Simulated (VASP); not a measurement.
Set up this calculation in VASP 6.6.1, as the native input.

```yaml
Task: single point
Functional: LDA
Potentials_or_basis: VASP PAW LDA potentials, release 64 (Be, Co)
Cutoff: 520 eV
k_mesh: 8 × 8 × 8
Occupations: fermi-dirac, width 0.15 eV
Spin: collinear spin, ferromagnetic start
Starting_moments: "[0.24, 2.62] μB"
Fixed_moment: 3 μB
Dipole_correction: no
Further_INCAR_settings: ALGO = Normal; EDIFF = 1e-06; NBANDS = 16
```

The structure of BeCo lies in POSCAR:

```
BeCo
1.0
    2.6060000000      0.0000000000      0.0000000000
    0.0000000000      2.6060000000      0.0000000000
    0.0000000000      0.0000000000      2.6060000000
Be Co
1 1
Direct
    0.0000000000      0.0000000000      0.0000000000
    0.5000000000      0.5000000000      0.5000000000
```

One way to write it, as run:

INCAR

```
PREC = Accurate ; ENCUT = 520
EDIFF = 1E-6 ; ISMEAR = -1
SIGMA = 0.15 ; LREAL = F
LASPH = T ; NELM = 150
ALGO = Normal ; ISIF = 2
LWAVE = F ; LCHARG = T
ISPIN = 2 ; MAGMOM = 0.24 2.62
LORBIT = 11 ; NUPDOWN = 3.0
LMAXMIX = 4 ; LELF = T
LVHAR = T ; NBANDS = 16
```

KPOINTS

```
Automatic mesh
0
Gamma
  8 8 8
```

Potentials or basis: VASP PAW LDA potentials, release 64 (Be, Co).

Launch:

```sh
$ cat potpaw_LDA.64/Be/POTCAR potpaw_LDA.64/Co/POTCAR > POTCAR
$ mpirun -np 1 vasp_std > vasp.out
```

Results of the run:

```
Pressure                                              : 20.2 GPa
Net moment                                            : 3.00 μB per cell
Site moments                                          : Be +0.22; Co +2.54 μB
Valence electrons inside the program's atomic spheres : Be 1.24; Co 8.33
```

Caveat: the total moment is fixed, so each spin has its own Fermi level.

It took 15 s on 1 thread of Intel Xeon 6975P-C, on a shared host, peak memory 0.13 GiB.
